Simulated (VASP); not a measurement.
Here is a VASP 6.6.1 calculation.

INCAR

```
SYSTEM = Hg
ALGO = Normal
EDIFF = 1E-6
EDIFFG = -0.01
ENCUT = 600
GGA = CA
IBRION = 2
ISIF = 3
ISMEAR = -1
LASPH = .True.
LCHARG = .False.
LREAL = .False.
LWAVE = .False.
NELM = 100
NSW = 80
PREC = Accurate
SIGMA = 0.1
```

File KPOINTS:

```
k-points
0
Gamma
  12 12 12
  0 0 0
```

Contents of POSCAR:

```
Hg
1.0
    0.0000000000      2.2595506664      2.2595506664
    2.2595506664      0.0000000000      2.2595506664
    2.2595506664      2.2595506664      0.0000000000
Hg
1
Direct
    0.0000000000      0.0000000000      0.0000000000
```

Potentials or basis: VASP PAW LDA potentials, release 64 (Hg).

Command:

```console
$ cat potpaw_LDA.64/Hg/POTCAR > POTCAR
$ mpirun -np 1 vasp_std > vasp.out
```

Problem. Estimate the band gap on the k mesh.

Solution. Zero (band 6 reaches 3.50 eV, above the bottom of band 7 at 1.49 eV).

Problem. What does it give for the relaxed cell?

Solution. a = 3.161 Å, b = 3.161 Å, c = 3.161 Å, α = 60.00°, β = 60.00°, γ = 60.00°.

Problem. Predict the space group after relaxing (to 0.05 Å).

Solution. Fm-3m (No. 225).

Final structure:
```
Hg
1.0
     0.00000    2.23510    2.23510
     2.23510    0.00000    2.23510
     2.23510    2.23510    0.00000
Hg
1
Direct
  0.00000 0.00000 0.00000
```

Caveat: spin-orbit coupling is left out, which moves the levels of the heavy elements.
